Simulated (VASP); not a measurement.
A run of VASP 6.6.1:

The input INCAR:

```
SYSTEM = ScPd3
ALGO     = Normal         ! electronic algorithm
EDIFF    = 1E-6           ! SCF threshold, eV
EDIFFG   = -0.005         ! ionic threshold
ENCUT    = 600            ! plane-wave cutoff, eV
IBRION   = 2              ! ionic algorithm
ISIF     = 3              ! what is computed and relaxed
ISMEAR   = -1             ! smearing method
LASPH    = .True.         ! aspherical terms in the spheres
LCHARG   = .False.        ! write CHGCAR
LREAL    = .False.        ! projectors in reciprocal space
LWAVE    = .False.        ! write WAVECAR
NELM     = 100            ! most SCF steps
NSW      = 70             ! ionic steps
PREC     = Accurate       ! precision mode
SIGMA    = 0.05           ! smearing width, eV
```

Contents of KPOINTS:

```
k-points
0
Gamma
  9 9 9
  0 0 0
```

POSCAR

```
ScPd3
1.0
    3.9820000000      0.0000000000      0.0000000000
    0.0000000000      3.9820000000      0.0000000000
    0.0000000000      0.0000000000      3.9820000000
Sc Pd
1 3
Direct
    0.0000000000      0.0000000000      0.0000000000
    0.0000000000      0.5000000000      0.5000000000
    0.5000000000      0.0000000000      0.5000000000
    0.5000000000      0.5000000000      0.0000000000
```

Potentials or basis: VASP PAW LDA potentials, release 64 (Sc_sv, Pd).

The run is started by

```sh
$ cat potpaw_LDA.64/Sc_sv/POTCAR potpaw_LDA.64/Pd/POTCAR > POTCAR
$ mpirun -np 1 vasp_std > vasp.out
```

Hardware: 1 thread of Intel(R) Xeon(R) Platinum 8259CL CPU @ 2.50GHz (Skylake/Cascade Lake) (shared host).

**Question.** How long does it take, and how much memory?

**Answer.** Wall time 2.3 min on 1 thread of Intel(R) Xeon(R) Platinum 8259CL CPU @ 2.50GHz (Skylake/Cascade Lake), with other jobs on the host, peak memory 0.2 GiB. Counts: scf iterations 38, k points 35, ion steps 4.
